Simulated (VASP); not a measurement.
A run of VASP 6.6.1 is set up as follows.

The input INCAR:

```
ALGO = Normal
EDIFF = 1E-7
ENCUT = 520
GGA = CA
ISIF = 2
ISMEAR = 0
LASPH = T
LCHARG = T
LELF = T
LREAL = F
LVHAR = T
LWAVE = F
NBANDS = 15
NELM = 80
PREC = Accurate
SIGMA = 0.05
```

File KPOINTS:

```
k-points
0
Gamma
  8 8 8
```

File POSCAR:

```
KMgH3
1.0
    4.0250000000      0.1760937500      0.0000000000
    0.1760937500      4.0250000000      0.0000000000
    0.0000000000      0.0000000000      4.0250000000
K Mg H
1 1 3
Direct
    0.0000000000      0.0000000000      0.0000000000
    0.5000000000      0.5000000000      0.5000000000
    0.0000000000      0.5000000000      0.5000000000
    0.5000000000      0.0000000000      0.5000000000
    0.5000000000      0.5000000000      0.0000000000
```

Potentials or basis: VASP PAW LDA potentials, release 64 (K_sv, Mg, H).

The run is started by

```sh
$ cat potpaw_LDA.64/K_sv/POTCAR potpaw_LDA.64/Mg/POTCAR potpaw_LDA.64/H/POTCAR > POTCAR
$ mpirun -np 1 vasp_std > vasp.out
```

(1) What does it give for the band gap on the k mesh?

(2) Estimate the pressure.

## Answers

(1) 1.98 eV (least direct gap 3.89 eV).

(2) -3.0 GPa.

Caveat: the cell differs from its parent crystal (strain +0.0875 x Voigt [0, 0, 0, 0, 0, 1]); the cell stands under tension.
